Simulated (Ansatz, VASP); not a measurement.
**Sn3Se2 in VASP and in Ansatz**

```
Sn Se
1.0
     5.53000    0.00000    0.00000
     0.00000    5.53000    0.00000
     0.00000    0.00000    5.53000
Sn Se
3 2
Direct
  0.50000 0.00000 0.00000
  0.00000 0.50000 0.00000
  0.00000 0.00000 0.50000
  0.50000 0.50000 0.50000
  0.00000 0.00000 0.00000
```

Alike in both runs: functional PBE; k mesh 3 × 3 × 3; occupations gaussian, width 0.2 eV; no spin polarisation.

Ansatz relaxed the structure, and its values are those at the end. VASP's run is a single point on that final structure, the one shown.

|  | VASP | Ansatz |
| --- | --- | --- |
| version | VASP 6.6.1 | Ansatz 0.2.0 |
| potentials or method | VASP PAW PBE potentials, release 64 (Sn_d, Se), cutoff 500 eV | scalar-relativistic, plane waves, PAW |
| valence electrons in the cell | 54 | 74 |

```tsv
	VASP	Ansatz	Ansatz less VASP
gap on the k mesh at the Fermi level (eV)	none	none	-
pressure (GPa)	-0.1	0.0	+0.01
```

A gap of «none» marks a metal or a gap that the smearing closes. VASP's potentials hold 54 valence electrons a cell and Ansatz's 74, so a difference there can come from the potentials and not from the codes.

The k mesh is coarse, so the values compare programs but aren't converged.
